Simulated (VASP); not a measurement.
# SiC (P6_3mc) in VASP: a series of runs, part 2 of 2

VASP 6.6.1. Earlier steps stand in the parts before.

**6. Relaxation of shape and atoms at fixed volume, PBE (volume scaled by 0.980)**

File INCAR:

```
PREC = Accurate ; ENCUT = 600
EDIFF = 1E-6 ; ISMEAR = 0
SIGMA = 0.05 ; LREAL = F
LASPH = T ; NELM = 100
ALGO = Normal ; ISIF = 4
LWAVE = F ; LCHARG = F
GGA = PE ; IBRION = 2
NSW = 60 ; EDIFFG = -0.01
```

File KPOINTS:

```
Automatic mesh
0
Gamma
  12 12 8
```

File POSCAR:

```
SiC
1.0
    3.0711847269      0.0000000000      0.0000000000
   -1.5355923635      2.6597239932      0.0000000000
    0.0000000000      0.0000000000      5.0402546888
Si C
2 2
Direct
    0.3333333333      0.6666666667      0.0045824632
    0.6666666667      0.3333333333      0.5045824632
    0.3333333333      0.6666666667      0.3804175368
    0.6666666667      0.3333333333      0.8804175368
```

Potentials or basis: VASP PAW PBE potentials, release 64 (Si, C).

Command:

```
$ cat potpaw_PBE.64/Si/POTCAR potpaw_PBE.64/C/POTCAR > POTCAR
$ mpirun -np 1 vasp_std > vasp.out
```

OUTCAR:

```text
PREC = Accurate
   ENCUT = 600
   EDIFF = 1E-6
   ISMEAR = 0
   LREAL = F
   LASPH = T
   NELM = 100
   ISIF = 4
   GGA = PE
   IBRION = 2
   NSW = 60
   EDIFFG = -0.01

 ion  position               nearest neighbor table
   1  0.333  0.667  0.005-   4 1.88   4 1.88   4 1.88   3 1.89   2 3.08   2 3.08   2 3.08   2 3.08
                             2 3.08   2 3.08
   2  0.667  0.333  0.505-   3 1.88   3 1.88   3 1.88   4 1.89   1 3.08   1 3.08   1 3.08   1 3.08
                             1 3.08   1 3.08
   3  0.333  0.667  0.380-   2 1.88   2 1.88   2 1.88   1 1.89
   4  0.667  0.333  0.880-   1 1.88   1 1.88   1 1.88   2 1.89

  LATTYP: Found a hexagonal cell.
 ALAT       =     3.0711847269
 C/A-ratio  =     1.6411434469

  Lattice vectors:

 A1 = (   3.0711847269,   0.0000000000,   0.0000000000)
 A2 = (  -1.5355923635,   2.6597239932,   0.0000000000)
 A3 = (   0.0000000000,   0.0000000000,   5.0402546888)

Analysis of symmetry for initial positions (statically):
=====================================================================
 Subroutine PRICEL returns:
 Original cell was already a primitive cell.

 Routine SETGRP: Setting up the symmetry group for a
 hexagonal supercell.

 Subroutine GETGRP returns: Found 12 space group operations
 (whereof  6 operations were pure point group operations)
 out of a pool of 24 trial point group operations.

The static configuration has the point symmetry C_3v.
 The point group associated with its full space group is C_6v.

Analysis of symmetry for dynamics (positions and initial velocities):
=====================================================================
 Subroutine PRICEL returns:
 Original cell was already a primitive cell.

 Routine SETGRP: Setting up the symmetry group for a
 hexagonal supercell.

 Subroutine GETGRP returns: Found 12 space group operations
 (whereof  6 operations were pure point group operations)
 out of a pool of 24 trial point group operations.

The dynamic configuration has the point symmetry C_3v.
 The point group associated with its full space group is C_6v.

 Subroutine INISYM returns: Found 12 space group operations
 (whereof  6 operations are pure point group operations),
 and found     1 'primitive' translations

----------------------------------------------------------------------------------------

                                     Primitive cell

  volume of cell :      41.1713

  direct lattice vectors                    reciprocal lattice vectors
     3.071184727  0.000000000  0.000000000     0.325607246  0.187989431  0.000000000
    -1.535592363  2.659723993  0.000000000     0.000000000  0.375978862  0.000000000
     0.000000000  0.000000000  5.040254689     0.000000000  0.000000000  0.198402672

  length of vectors
     3.071184727  3.071184727  5.040254689     0.375978862  0.375978862  0.198402672

  position of ions in fractional coordinates (direct lattice)
     0.333333333  0.666666667  0.004582463
     0.666666667  0.333333333  0.504582463
     0.333333333  0.666666667  0.380417537
     0.666666667  0.333333333  0.880417537

  ion indices of the primitive-cell ions
   primitive index   ion index
                 1           1
                 2           2
                 3           3
[... 57 lines left out ...]
   total plane-waves  NPLWV =  31360
   dimension x,y,z NGX =    28 NGY =   28 NGZ =   40
   dimension x,y,z NGXF=    56 NGYF=   56 NGZF=   80
   ions per type =               2   2
   NGX,Y,Z   is equivalent  to a cutoff of  15.16, 15.16, 13.19 a.u.
   NGXF,Y,Z  is equivalent  to a cutoff of  30.31, 30.31, 26.39 a.u.
 SYSTEM =  unknown system
   PREC   = accura    normal or accurate (medium, high low for compatibility)
   ISTART =      0    job   : 0-new  1-cont  2-samecut
   ICHARG =      2    charge: 1-file 2-atom 10-const
   ISPIN  =      1    spin polarized calculation?
   LNONCOLLINEAR =      F non collinear calculations
   LSORBIT =      F    spin-orbit coupling
   LASPH  =      T    aspherical Exc in radial PAW
   ENCUT  =  600.0 eV  44.10 Ry    6.64 a.u.   6.13  6.13 10.07*2*pi/ulx,y,z
   NELM   =    100;   NELMIN=  2; NELMDL= -5     # of ELM steps
   EDIFF  = 0.1E-05   stopping-criterion for ELM
   LREAL  =      F    real-space projection
   EDIFFG = -.1E-01   stopping-criterion for IOM
   NSW    =     60    number of steps for IOM
   IBRION =      2    ionic relax: 0-MD 1-quasi-New 2-CG
   NFREE  =      1    steps in history (QN), initial steepest desc. (CG)
   ISIF   =      4    stress and relaxation
   ISYM   =      2    0-nonsym 1-usesym 2-fastsym
   POTIM  = 0.5000    time-step for ionic-motion
   TEBEG  =    0.0;   TEEND  =   0.0 temperature during run
   PSTRESS=    0.0 pullay stress
   NELECT =      16.0000    total number of electrons
   NUPDOWN=      -1.0000    fix difference up-down
   EMIN   =  10.00;   EMAX   =-10.00  energy-range for DOS
   EFERMI =   0.00;   METHOD = LEGACY
   ISMEAR =     0;   SIGMA  =   0.05  broadening in eV -4-tet -1-fermi 0-gaus
   EFERMI_NEDOS =   21; number of points for ismear=-14 and -15
   IALGO  =     38    algorithm
   IMIX   =      4    mixing-type and parameters
     AMIX     =   0.40;   BMIX     =  1.00
     AMIX_MAG =   1.60;   BMIX_MAG =  1.00
  volume/ion in A,a.u.               =      10.29        69.46
  Fermi-wavevector in a.u.,A,eV,Ry     =   1.194675  2.257609 19.418897  1.427249
  Thomas-Fermi vector in A             =   2.330659
   LORBIT       =      0    0 simple, 1 ext, 2 COOP (PROOUT), +10 PAW based schemes
   GGA     = PE    functional components
   LHFCALC =     F    Hartree Fock is set to
   AEXX    =    0.0000 exact exchange contribution
   IVDW    =     0    specifies the selected vdW correction
   LEPSILON=     F    determine dielectric tensor
   LRPA    =     F    only Hartree local field effects (RPA)
 conjugate gradient relaxation of ions
 non-spin polarized calculation
 Gauss-broadening in eV      SIGMA  =   0.05
  energy-cutoff  :      600.00
  volume of cell :       41.17
 maximum number of plane-waves:      1398
 NGX is ok and might be reduce to    28
   NGX = 13   NGY = 13   NGZ = 21

 number of electron      16.0000000 magnetization

 Free energy of the ion-electron system (eV)
  ---------------------------------------------------
  ext. energy  EPLUGINS =         0.00000000
  ---------------------------------------------------
  free energy    TOTEN  =       -30.10161441 eV

  energy without entropy =      -30.10161441  energy(sigma->0) =      -30.10161441

 E-fermi :   8.5522     XC(G=0): -11.3706

 val. band max:        8.3118615174   @ k =   0.0000   0.0000   0.0000
 cond. band min:      10.5798649286   @ k =   0.3333   0.3333   0.0000
 fundamental gap:      2.2680034111
 Fermi energy:         8.5521715153

 k-point     1 :       0.0000    0.0000    0.0000
  band No.  band energies     occupation
      1      -7.2943      2.00000
      2      -3.7105      2.00000
      3      -0.4118      2.00000
      4       6.9929      2.00000
      5       6.9929      2.00000
      6       8.2007      2.00000
      7       8.3119      2.00000
      8       8.3119      2.00000
      9      13.1555      0.00000
     10      14.5709      0.00000
     11      15.0062      0.00000
     12      15.0062      0.00000
[... 331 lines left out ...]
 k-point    24 :       0.3333    0.0000    0.1250
  band No.  band energies     occupation
      1      -5.3667      2.00000
      2      -2.5827      2.00000
      3       0.9222      2.00000
      4       2.4166      2.00000
      5       3.6866      2.00000
      6       5.4112      2.00000
      7       6.6294      2.00000
      8       7.2891      2.00000
      9      11.7157      0.00000
     10      12.9349      0.00000
     11      15.4115      0.00000
     12      16.0064      0.00000

 [... further k-points ...]

------------------------ aborting loop because EDIFF is reached ----------------------------------------

  FORCE on cell =-STRESS in cart. coord.  units (eV):
  Direction    XX          YY          ZZ          XY          YZ          ZX
  --------------------------------------------------------------------------------------
  -------------------------------------------------------------------------------------
  Total        1.1110303      1.1110303      1.0850924     -0.0000000     -0.0000000      0.0000000
  in kB       43.2356014     43.2356014     42.2262307     -0.0000000     -0.0000000      0.0000000
  external PRESSURE =      42.8991445 kB  Pullay stress =       0.0000000 kB

 VOLUME and BASIS-vectors are now :
 -----------------------------------------------------------------------------
  energy-cutoff  :      600.00
  volume of cell :       41.17
      direct lattice vectors                 reciprocal lattice vectors
     3.071184727  0.000000000  0.000000000     0.325607246  0.187989431  0.000000000
    -1.535592363  2.659723993  0.000000000     0.000000000  0.375978862  0.000000000
     0.000000000  0.000000000  5.040254689     0.000000000  0.000000000  0.198402672

 POSITION                                       TOTAL-FORCE (eV/Angst)
 -----------------------------------------------------------------------------------
     -0.00000      1.77315      0.02310         0.000000     -0.000000      0.003410
      1.53559      0.88657      2.54322        -0.000000      0.000000      0.003410
     -0.00000      1.77315      1.91740        -0.000000     -0.000000     -0.003410
      1.53559      0.88657      4.43753         0.000000      0.000000     -0.003410
 -----------------------------------------------------------------------------------
    total drift:                               -0.000000      0.000000     -0.000264

  FREE ENERGIE OF THE ION-ELECTRON SYSTEM (eV)
  ---------------------------------------------------
  free  energy   TOTEN  =       -30.1016144098 eV

  energy  without entropy=      -30.1016144098  energy(sigma->0) =      -30.10161441

 reached required accuracy - stopping structural energy minimisation
```

It took 22 s on 1 thread of Intel Xeon 6975P-C (Granite Rapids), shared host; peak memory 0.2 GiB.

What came out:

```
Free energy                  : -30.1016 eV
Pressure after relaxing      : 4.3 GPa
Largest force after relaxing : 0.003 eV/Å
Band gap on the k mesh       : 2.27 eV, indirect (least direct gap 3.98 eV)
```

Forces in eV/Å, atoms in the order of the input:
```
Si   0.000  0.000  0.003
Si   0.000  0.000  0.003
C    0.000  0.000 -0.003
C    0.000  0.000 -0.003
```

Stress tensor (GPa, compression positive):
```
4.32 0.00 0.00
0.00 4.32 0.00
0.00 0.00 4.22
```

Final structure:
```cif
data_structure
_symmetry_space_group_name_H-M 'P 1'
_symmetry_Int_Tables_number 1
_cell_length_a 3.0712
_cell_length_b 3.0712
_cell_length_c 5.0403
_cell_angle_alpha 90.000
_cell_angle_beta 90.000
_cell_angle_gamma 120.000
_cell_volume 41.17
loop_
_atom_site_label
_atom_site_type_symbol
_atom_site_fract_x
_atom_site_fract_y
_atom_site_fract_z
_atom_site_occupancy
Si1 Si 0.33333 0.66667 0.00458 1
Si2 Si 0.66667 0.33333 0.50458 1
C1 C 0.33333 0.66667 0.38042 1
C2 C 0.66667 0.33333 0.88042 1
```

Caveat: the relaxation stopped at its first step, so nothing moved. A k mesh can miss the band edges.

**7. Summary**

```csv
task,level,cell,k mesh,cutoff (eV),gap on the mesh (eV),pressure (GPa)
single point,PBE,"a = 3.092, b = 3.092, c = 5.074 Å, angles 90.0, 90.0, 120.0°, 4 atoms",15 × 15 × 10,520,2.30,0.0
single point,PBE+D3(BJ),"a = 3.092, b = 3.092, c = 5.074 Å, angles 90.0, 90.0, 120.0°, 4 atoms",15 × 15 × 10,520,2.30,-4.6
single point,PBE,"a = 3.092, b = 3.092, c = 5.074 Å, angles 90.0, 90.0, 120.0°, 4 atoms",18 × 18 × 12,520,2.30,0.0
relaxation of shape and atoms at fixed volume,PBE,"relaxed from a = 3.050, b = 3.050, c = 5.006 Å, angles 90.0, 90.0, 120.0°, 4 atoms",12 × 12 × 8,600,2.23,9.2
relaxation of shape and atoms at fixed volume,PBE,"relaxed from a = 3.071, b = 3.071, c = 5.040 Å, angles 90.0, 90.0, 120.0°, 4 atoms",12 × 12 × 8,600,2.27,4.3
```

Alike in all rows: potentials or basis VASP PAW PBE potentials, release 64 (Si, C); no spin polarisation; smearing gaussian 0.05 eV.

On the cell as given the gap runs from 2.30 eV (PBE) to 2.30 eV (PBE); the meshes differ, which moves gaps too. The pressure there spans -4.6 GPa (PBE+D3(BJ)) to 0.0 GPa (PBE); a positive pressure means that this level wants a larger cell, a negative one a smaller.

Caveats: the relaxation stopped at its first step, so nothing moved (some runs); three body term missing (some runs).

Total energies depend on the potentials used, so only differences within one code and one set of settings carry meaning.
